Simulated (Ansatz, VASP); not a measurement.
**One calculation of ZnGeP2, two programs**

INCAR

```
PREC = Accurate
ENCUT = 500
EDIFF = 1E-6
ISMEAR = -1
SIGMA = 0.02
LREAL = False
LASPH = True
NELM = 120
ALGO = Normal
ISIF = 2
LWAVE = False
LCHARG = False
GGA = PE
NBANDS = 46
GGA_COMPAT = False
```

File KPOINTS:

```
Automatic mesh
0
Gamma
  6 6 6
```

The input POSCAR:

```
ZnGeP2
1.0
   -2.6688737731      2.6688737731      5.2582741271
    2.6688737731     -2.6688737731      5.2582741271
    2.6688737731      2.6688737731     -5.2582741271
Zn Ge P
2 2 4
Direct
    0.7500000000      0.2500000000      0.5000000000
    0.0000000000      0.0000000000      0.0000000000
    0.2500000000      0.7500000000      0.5000000000
    0.5000000000      0.5000000000      0.0000000000
    0.1275549563      0.6250000000      0.0025549563
    0.8750000000      0.8724450437      0.4974450437
    0.3750000000      0.3775549563      0.5025549563
    0.6224450437      0.1250000000      0.9974450437
```

Input for Ansatz:

```yaml
crystal:
  lattice:
    - [-2.6688737731, 2.6688737731, 5.2582741271]
    - [2.6688737731, -2.6688737731, 5.2582741271]
    - [2.6688737731, 2.6688737731, -5.2582741271]
  atoms:
    - { symbol: Zn, position: [0.75, 0.25, 0.5] }
    - { symbol: Zn, position: [0.0, 0.0, 0.0] }
    - { symbol: Ge, position: [0.25, 0.75, 0.5] }
    - { symbol: Ge, position: [0.5, 0.5, 0.0] }
    - { symbol: P, position: [0.1275549563, 0.625, 0.0025549563] }
    - { symbol: P, position: [0.875, 0.8724450437, 0.4974450437] }
    - { symbol: P, position: [0.375, 0.3775549563, 0.5025549563] }
    - { symbol: P, position: [0.6224450437, 0.125, 0.9974450437] }
kpoints:
  mp_grid: { grid: [6, 6, 6] }
  band_path:
    path:
      - [0.0, 0.0, 0.0]
      - [0.0, 0.0, 0.5]
      - [0.25, 0.25, 0.25]
      - [0.0, 0.5, 0.0]
      - [0.5, 0.5, -0.5]
      - [0.3144035238, 0.6855964762, -0.3144035238]
      - [-0.3144035238, 0.3144035238, 0.3144035238]
      - [-0.1288070476, 0.1288070476, 0.5]
      - [0.5, 0.5, -0.1288070476]
      - [0.432292, -0.432292, 0.432292]
    npoints: 1
hamiltonian:
  xc: pbe
scf:
  occupations: { method: fermi_dirac, width: 0.02 }
  n_extra_bands: 6
output:
  forces: true
  stress: true
  eigenvalues: true
```

Change from the starting cell: hydrostatic strain -2.0%.

Alike in both runs: task single point; functional PBE; k mesh 6 × 6 × 6; occupations fermi-dirac, width 0.02 eV; no spin polarisation.

|  | VASP | Ansatz |
| --- | --- | --- |
| version | VASP 6.6.1 | Ansatz 0.2.0 |
| potentials or method | VASP PAW PBE potentials, release 64 (Zn, Ge_d, P) | plane waves, PAW |
| plane-wave cutoff (eV) | 500 | 420 |
| valence electrons in the cell | 72 | 72 |

Ansatz gave:

- gap on the k mesh at the Fermi level (eV): 1.19
- pressure (GPa): 8.3
- rms of the force components (eV/Å): 0.041

Problem. Which values does VASP return?

Solution. gap on the k mesh at the Fermi level (eV): 1.19; pressure (GPa): 8.3; rms of the force components (eV/Å): 0.025.

Atom by atom the forces differ by 0.016 eV/Å (rms over components).
